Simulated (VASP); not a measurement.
# CuF3 (Pm-3m) in VASP: further runs, part 2 of 2

VASP 6.6.1. The steps go on from the part before.

### 3 Single point, PBE, collinear spin

The input, INCAR:

```
SYSTEM = CuF3
PREC = Accurate ; ENCUT = 520
EDIFF = 1E-6 ; ISMEAR = -5
SIGMA = 0.1 ; LREAL = .FALSE.
LASPH = .TRUE. ; NELM = 150
ALGO = Normal ; ISIF = 2
LWAVE = .FALSE. ; LCHARG = .TRUE.
ISPIN = 2 ; MAGMOM = 2 -2 0 0 0 0 0 0
LORBIT = 11 ; LMAXMIX = 4
GGA = PE ; LELF = .TRUE.
LVHAR = .TRUE. ; NBANDS = 46
```

The input, KPOINTS:

```
Automatic mesh
0
G
  10 10 5
  0 0 0
```

The input, POSCAR:

```
CuF3
1.0
    3.7897726989      0.0000000000      3.7897726989
    0.0000000000      3.7897726989      3.7897726989
    0.0000000000      0.0000000000      7.5795453978
Cu F
2 6
Direct
    0.0000000000      0.0000000000      0.0000000000
    0.0000000000      0.0000000000      0.5000000000
    0.5000000000      0.0000000000      0.7500000000
    0.0000000000      0.0000000000      0.2500000000
    0.0000000000      0.5000000000      0.7500000000
    0.5000000000      0.0000000000      0.2500000000
    0.0000000000      0.0000000000      0.7500000000
    0.0000000000      0.5000000000      0.2500000000
```

Potentials or basis: VASP PAW PBE potentials, release 64 (Cu, F).

Run with:

```console
cat potpaw_PBE.64/Cu/POTCAR potpaw_PBE.64/F/POTCAR > POTCAR
mpirun -np 1 vasp_std > vasp.out
```

OUTCAR:

```text
SYSTEM = CuF3
   PREC = Accurate
   ENCUT = 520
   EDIFF = 1E-6
   ISMEAR = -5
   LREAL = .FALSE.
   LASPH = .TRUE.
   NELM = 150
   ISIF = 2
   ISPIN = 2
   LORBIT = 11
   GGA = PE

 ion  position               nearest neighbor table
   1  0.000  0.000  0.000-   3 1.89   4 1.89   5 1.89   7 1.89   8 1.89   6 1.89
   2  0.000  0.000  0.500-   4 1.89   6 1.89   7 1.89   8 1.89   5 1.89   3 1.89
   3  0.500  0.000  0.750-   2 1.89   1 1.89
   4  0.000  0.000  0.250-   1 1.89   2 1.89
   5  0.000  0.500  0.750-   2 1.89   1 1.89
   6  0.500  0.000  0.250-   1 1.89   2 1.89
   7  0.000  0.000  0.750-   1 1.89   2 1.89
   8  0.000  0.500  0.250-   1 1.89   2 1.89

  LATTYP: Found a face centered cubic cell.
 ALAT       =     7.5795453978

  Lattice vectors:

 A1 = (   3.7897726989,  -3.7897726989,   0.0000000000)
 A2 = (   3.7897726989,   0.0000000000,   3.7897726989)
 A3 = (   0.0000000000,  -3.7897726989,   3.7897726989)

Analysis of symmetry for initial positions (statically):
=====================================================================
 Subroutine PRICEL returns following result:

  LATTYP: Found a simple cubic cell.
 ALAT       =     3.7897726989
[... 12 lines left out ...]
 Subroutine GETGRP returns: Found 48 space group operations
 (whereof 48 operations were pure point group operations)
 out of a pool of 48 trial point group operations.

The static configuration has the point symmetry O_h .

Analysis of symmetry for dynamics (positions and initial velocities):
=====================================================================
 Subroutine PRICEL returns following result:

  LATTYP: Found a simple cubic cell.
 ALAT       =     3.7897726989
[... 12 lines left out ...]
 Subroutine GETGRP returns: Found 48 space group operations
 (whereof 48 operations were pure point group operations)
 out of a pool of 48 trial point group operations.

The dynamic configuration has the point symmetry O_h .

Analysis of structural, dynamic, and magnetic symmetry:
=====================================================================
 Subroutine PRICEL returns following result:

  LATTYP: Found a simple cubic cell.
 ALAT       =     3.7897726989
[... 12 lines left out ...]
 Subroutine GETGRP returns: Found 48 space group operations
 (whereof 48 operations were pure point group operations)
 out of a pool of 48 trial point group operations.

The overall configuration has the point symmetry O_h .

 Subroutine INISYM returns: Found 48 space group operations
 (whereof 48 operations are pure point group operations),
 and found     2 'primitive' translations

----------------------------------------------------------------------------------------

                                     Primitive cell

  volume of cell :      54.4301

  direct lattice vectors                    reciprocal lattice vectors
     0.000000000 -3.789772699  0.000000000     0.000000000 -0.263868068  0.000000000
     3.789772699  0.000000000  0.000000000     0.263868068  0.000000000  0.000000000
     0.000000000  0.000000000  3.789772699     0.000000000  0.000000000  0.263868068

  length of vectors
     3.789772699  3.789772699  3.789772699     0.263868068  0.263868068  0.263868068

  position of ions in fractional coordinates (direct lattice)
     0.000000000  0.000000000  0.000000000
     0.000000000  0.500000000  0.000000000
     0.000000000  0.000000000  0.500000000
     0.500000000  0.000000000  0.000000000

[... 96 lines left out ...]
   EFERMI_NEDOS =   21; number of points for ismear=-14 and -15
   IALGO  =     38    algorithm
   IMIX   =      4    mixing-type and parameters
     AMIX     =   0.40;   BMIX     =  1.00
     AMIX_MAG =   1.60;   BMIX_MAG =  1.00
  volume/ion in A,a.u.               =      13.61        91.83
  Fermi-wavevector in a.u.,A,eV,Ry     =   1.371445  2.591655 25.590665  1.880861
  Thomas-Fermi vector in A             =   2.497141
   LORBIT       =     11    0 simple, 1 ext, 2 COOP (PROOUT), +10 PAW based schemes
   GGA     = PE    functional components
   LHFCALC =     F    Hartree Fock is set to
   AEXX    =    0.0000 exact exchange contribution
   IVDW    =     0    specifies the selected vdW correction
   LEPSILON=     F    determine dielectric tensor
   LRPA    =     F    only Hartree local field effects (RPA)
 spin polarized calculation
 Fermi weights with tetrahedron method with Bloechl corrections
  energy-cutoff  :      520.00
  volume of cell :      108.86
 maximum number of plane-waves:      2954
 NGX is ok and might be reduce to    40
   NGX = 19   NGY = 19   NGZ = 29

 number of electron      64.0000019 magnetization      -0.0000000

 number of electron      64.0000019 magnetization       0.0000000

 Free energy of the ion-electron system (eV)
  ---------------------------------------------------
  ext. energy  EPLUGINS =         0.00000000
  ---------------------------------------------------
  free energy    TOTEN  =       -28.83104743 eV

  energy without entropy =      -28.83104743  energy(sigma->0) =      -28.83104743

 E-fermi :  -2.7294     XC(G=0):  -8.8413

 val. band max:       -2.7344223182   @ k =   0.5000   0.0000   0.4000
 cond. band min:      -2.4713264213   @ k =   0.4000   0.0000   0.0000
 fundamental gap:      0.2630958969
 Fermi energy:        -2.7293772228

 spin component 1

 k-point     1 :       0.0000    0.0000    0.0000
  band No.  band energies     occupation
      1     -23.9675      1.00000
      2     -23.1882      1.00000
      3     -23.1882      1.00000
      4     -23.1882      1.00000
      5     -23.0382      1.00000
      6     -23.0382      1.00000
[... 1117 lines left out ...]
     43      13.7920      0.00000
     44      14.6117      0.00000

 [... further k-points ...]

 spin component 2

 k-point     1 :       0.0000    0.0000    0.0000
  band No.  band energies     occupation
      1     -23.9675      1.00000
      2     -23.1882      1.00000
      3     -23.1882      1.00000
      4     -23.1882      1.00000
      5     -23.0382      1.00000
      6     -23.0382      1.00000
[... 1117 lines left out ...]
     43      13.7920      0.00000
     44      14.6117      0.00000

 [... further k-points ...]

 [bands above 44 left out]

------------------------ aborting loop because EDIFF is reached ----------------------------------------

  FORCE on cell =-STRESS in cart. coord.  units (eV):
  Direction    XX          YY          ZZ          XY          YZ          ZX
  --------------------------------------------------------------------------------------
  -------------------------------------------------------------------------------------
  Total        0.2880686      0.2880686      0.2880686     -0.0000000     -0.0000000      0.0000000
  in kB        4.2397180      4.2397180      4.2397180     -0.0000000     -0.0000000      0.0000000
  external PRESSURE =       4.2397180 kB  Pullay stress =       0.0000000 kB

 VOLUME and BASIS-vectors are now :
 -----------------------------------------------------------------------------
  energy-cutoff  :      520.00
  volume of cell :      108.86
      direct lattice vectors                 reciprocal lattice vectors
     3.789772699  0.000000000  3.789772699     0.263868068  0.000000000  0.000000000
     0.000000000  3.789772699  3.789772699     0.000000000  0.263868068  0.000000000
     0.000000000  0.000000000  7.579545398    -0.131934034 -0.131934034  0.131934034

 POSITION                                       TOTAL-FORCE (eV/Angst)
 -----------------------------------------------------------------------------------
      0.00000      0.00000      0.00000        -0.000000     -0.000000      0.000000
      0.00000      0.00000      3.78977        -0.000000     -0.000000      0.000000
      1.89489      0.00000      7.57955         0.000000      0.000000      0.000000
      0.00000      0.00000      1.89489        -0.000000     -0.000000      0.000000
      0.00000      1.89489      7.57955         0.000000     -0.000000      0.000000
      1.89489      0.00000      3.78977         0.000000     -0.000000      0.000000
      0.00000      0.00000      5.68466         0.000000      0.000000      0.000000
      0.00000      1.89489      3.78977         0.000000     -0.000000     -0.000000
 -----------------------------------------------------------------------------------
    total drift:                               -0.000000     -0.000000      0.000000

  FREE ENERGIE OF THE ION-ELECTRON SYSTEM (eV)
  ---------------------------------------------------
  free  energy   TOTEN  =       -28.8310474265 eV

  energy  without entropy=      -28.8310474265  energy(sigma->0) =      -28.83104743

 total charge

# of ion       s       p       d       tot
------------------------------------------
    1        0.332   0.452   8.865   9.648
    2        0.332   0.452   8.865   9.648
    3        1.740   4.311   0.000   6.051
    4        1.740   4.311   0.000   6.051
    5        1.740   4.311   0.000   6.051
    6        1.740   4.311   0.000   6.051
    7        1.740   4.311   0.000   6.051
    8        1.740   4.311   0.000   6.051
--------------------------------------------------
tot         11.105  26.769  17.729  55.603

 magnetization (x)

# of ion       s       p       d       tot
------------------------------------------
    1       -0.011  -0.015   0.668   0.643
    2        0.011   0.015  -0.668  -0.643
    3        0.000   0.000   0.000   0.000
    4        0.000   0.000   0.000   0.000
    5        0.000   0.000   0.000   0.000
    6        0.000   0.000   0.000   0.000
    7        0.000   0.000   0.000   0.000
    8        0.000   0.000   0.000   0.000
--------------------------------------------------
tot          0.000   0.000   0.000   0.000
```

Run time: 10 min. Hardware: 1 thread of Oxide Virtual Turin-like, shared host; peak memory 0.42 GiB.

What came out:

```yaml
Free_energy: -28.8310 eV
Pressure: 0.4 GPa
Band_gap_on_the_k_mesh: 0.26 eV
Net_moment: 0.00 μB per cell
Site_moments: Cu +0.64, -0.64; F +0.00 μB
Valence_electrons_inside_the_program's_atomic_spheres: Cu 9.65; F 6.05
```

Levels at points of the mesh, in eV from the valence-band top:
Spin up:
```
           k point  band 29  band 30  band 31  band 32  band 33  band 34  band 35  band 36
(0.00, 0.00, 0.00)    -0.49    -0.17    -0.17    -0.17     1.82     1.82     7.21    12.01
(0.50, 0.00, 0.00)    -0.36    -0.22    -0.22    -0.17     0.27     1.82    10.24    11.17
```
Spin down:
```tsv
k point	band 30	band 31	band 32	band 33	band 34	band 35
(0.00, 0.00, 0.00)	-0.17	-0.17	-0.17	1.82	1.82	7.21
(0.50, 0.00, 0.00)	-0.22	-0.22	-0.17	0.27	1.82	10.24
```
